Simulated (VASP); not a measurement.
Here is a VASP 6.6.1 calculation.

Contents of INCAR:

```
PREC = Accurate ; ENCUT = 520
EDIFF = 1E-8 ; ISMEAR = -1
SIGMA = 0.01 ; LREAL = F
LASPH = T ; NELM = 80
ALGO = Normal ; ISIF = 2
LWAVE = F ; LCHARG = F
GGA = PS ; LEFG = T
NBANDS = 24
```

File KPOINTS:

```
Automatic mesh
0
Gamma
  11 11 6
```

Contents of POSCAR:

```
TaN
1.0
    3.0480019786     -0.0152400099     -0.0152400099
   -1.5371992250      2.6472671492     -0.0055782308
   -0.0245900000     -0.0245900000      4.9180000000
Ta N
2 2
Direct
    0.0000000000      0.0000000000      0.0000000000
    0.0000000000      0.0000000000      0.5000000000
    0.3333333333      0.6666666667      0.2500000000
    0.6666666667      0.3333333333      0.7500000000
```

Potentials or basis: VASP PAW PBE potentials, release 64 (Ta_pv, N).

The run is started by

```bash
$ cat potpaw_PBE.64/Ta_pv/POTCAR potpaw_PBE.64/N/POTCAR > POTCAR
$ mpirun -np 1 vasp_std > vasp.out
```

**Question.** Predict the pressure.

**Answer.** 50.1 GPa.

**Question.** Predict the largest force.

**Answer.** 0.200 eV/Å.

**Question.** What does it give for the band gap on the k mesh?

**Answer.** Zero (bands 16 and 17 overlap by 2.62 eV).

Stress tensor (GPa, compression positive):
```
 22.83   1.79   2.56
  1.79  22.83   2.52
  2.56   2.52 104.66
```

Caveat: the cell differs from its parent crystal (equal xy, yz and zx shear strains of -1 %); the stress differs along the axes, from 23 to 105 GPa; without QUAD_EFG the Cq values of the log hold for a quadrupole moment of 1 mb, not for the nuclei; the PAW data sets were made with another functional, which shifts forces and pressure a little; spin-orbit coupling is left out, which moves the levels of the heavy elements.
